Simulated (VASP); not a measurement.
Runs of VASP 6.6.1 on Rb. The structure is that of space group I4/mmm (No. 139), or close to it. The cells are those of the table. 

```tsv
cell	further INCAR settings	gap on the mesh (eV)	pressure (GPa)
a = 5.053 Å, angles 122.0, 122.0, 86.6°, 1 atom	ALGO = Fast; EDIFF = 1e-07; NBANDS = 10	none	-0.1
a = 4.870 Å, angles 112.1, 112.1, 104.2°, 1 atom	ALGO = Fast; EDIFF = 1e-07; NBANDS = 10	none	-0.1
a = 4.939 Å, angles 117.3, 117.3, 94.8°, 1 atom	ALGO = Fast; EDIFF = 1e-06; NBANDS = 10	none	-0.1
a = 4.862 Å, angles 108.4, 108.4, 111.7°, 1 atom	ALGO = Fast; EDIFF = 1e-06; NBANDS = 10	none	-0.1
a = 4.863 Å, angles 110.8, 110.8, 106.8°, 1 atom	ALGO = Fast; EDIFF = 1e-06; NBANDS = 10	none	-0.1
a = 4.868 Å, angles 107.3, 107.3, 113.9°, 1 atom	ALGO = Fast; EDIFF = 1e-07; NBANDS = 10	none	-0.1
a = 4.923 Å, angles 103.5, 103.5, 122.2°, 1 atom	ALGO = Fast; EDIFF = 1e-06; NBANDS = 10	none	(a)
a = 5.042 Å, angles 100.0, 100.0, 130.6°, 1 atom	ALGO = Fast; EDIFF = 1e-06; NBANDS = 10	none	0.1
```

Alike in all rows: task single point; level PBEsol; potentials or basis VASP PAW PBE potentials, release 64 (Rb_sv); no spin polarisation; k mesh 14 × 14 × 14; cutoff (eV) 520; smearing gaussian 0.15 eV.

Question: Fill in the values left out.

Answer: (a) 0.0.

Caveats: the PAW data sets were made with another functional, which shifts forces and pressure a little.

A k mesh can miss the band edges, and the runs leave out spin-orbit coupling on Rb.

A gap of «none» marks levels without a gap at the run's occupations.
